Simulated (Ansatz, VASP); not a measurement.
# Al: VASP beside Ansatz

Contents of INCAR:

```
PREC     = Accurate       # precision mode
ENCUT    = 500            # plane-wave cutoff, eV
EDIFF    = 1E-6           # SCF threshold, eV
ISMEAR   = 0              # smearing method
SIGMA    = 0.1            # smearing width, eV
LREAL    = False          # projectors in reciprocal space
LASPH    = True           # aspherical terms in the spheres
NELM     = 120            # most SCF steps
ALGO     = Normal         # electronic algorithm
ISIF     = 2              # what is computed and relaxed
LWAVE    = False          # write WAVECAR
LCHARG   = True           # write CHGCAR
LELF     = True           # ELF
LVHAR    = True         
NBANDS   = 8              # bands
GGA_COMPAT= False
```

KPOINTS

```
Automatic mesh
0
Gamma
  8 8 8
```

Contents of POSCAR:

```
Al
1.0
    0.0000000000      2.0239800000      2.0239800000
    2.0239800000      0.0000000000      2.0239800000
    2.0239800000      2.0239800000      0.0000000000
Al
1
Direct
    0.0000000000      0.0000000000      0.0000000000
```

Input for Ansatz:

```yaml
crystal:
  lattice:
    - [0.0, 2.02398, 2.02398]
    - [2.02398, 0.0, 2.02398]
    - [2.02398, 2.02398, 0.0]
  atoms:
    - { symbol: Al, position: [0.0, 0.0, 0.0] }
basis:
  ecutwfc: 420
kpoints:
  mp_grid: { grid: [8, 8, 8] }
hamiltonian:
  xc: lda
  pseudopotentials: { kind: paw, azcp: { folder: soft_1 } }
scf:
  occupations: { method: gaussian, width: 0.1 }
output:
  forces: true
  stress: true
  eigenvalues: true
```

Alike in both runs: task single point; functional LDA; k mesh 8 × 8 × 8; occupations gaussian, width 0.1 eV; no spin polarisation.

```csv
,VASP,Ansatz
version,VASP 6.6.1,Ansatz 0.2.0
potentials or method,"VASP PAW LDA potentials, release 64 (Al), cutoff 500 eV","scalar-relativistic, plane waves, PAW"
valence electrons in the cell,3,3
```

VASP gave:

* gap on the k mesh at the Fermi level (eV): none
* pressure (GPa): -3.6

**Question.** Which values does Ansatz return?

**Answer.** gap on the k mesh at the Fermi level (eV): none; pressure (GPa): -3.7.

Ansatz warns that its potentials were made for another functional, while VASP's fit it. LDA's correlation is that of Perdew and Zunger in VASP and of Perdew and Wang (1992) in Ansatz. A gap of «none» marks a metal or a gap that the smearing closes.
